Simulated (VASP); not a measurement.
**GeW (zincblende type): single point with PBE**

Crystal: GeW (zincblende type).

```
CELL_PARAMETERS angstrom
0.00000 2.23765 2.23765
2.23765 0.00000 2.23765
2.23765 2.23765 0.00000
ATOMIC_POSITIONS crystal
W 0.00000 0.00000 0.00000
Ge 0.25000 0.25000 0.25000
```

```
Program                : VASP 6.6.1
Task                   : single point
Functional             : PBE
Potentials or basis    : VASP PAW PBE potentials, release 64 (W_sv, Ge_d)
Cutoff                 : 520 eV
k mesh                 : 13 × 13 × 13
Occupations            : fermi-dirac, width 0.05 eV
Spin                   : no spin polarisation
Dipole correction      : no
Further INCAR settings : ALGO = Normal; EDIFF = 1e-07; NBANDS = 21
```

```
Pressure               : 358.9 GPa
Band gap on the k mesh : zero (bands 14 and 15 overlap by 1.56 eV)
```

Levels at points of the mesh, in eV from the Fermi level:
```csv
k point,band 11,band 12,band 13,band 14,band 15,band 16,band 17,band 18
"(0.00, 0.00, 0.00)",-5.46,-5.46,-5.46,-0.40,-0.40,7.91,10.09,10.09
```

It took 35 s on 1 thread of AMD EPYC 7R13 Processor (Zen 3), on a shared host, peak memory 0.14 GiB.

Caveat: the cell stands under pressure; spin-orbit coupling is left out, which moves the levels of the heavy elements.
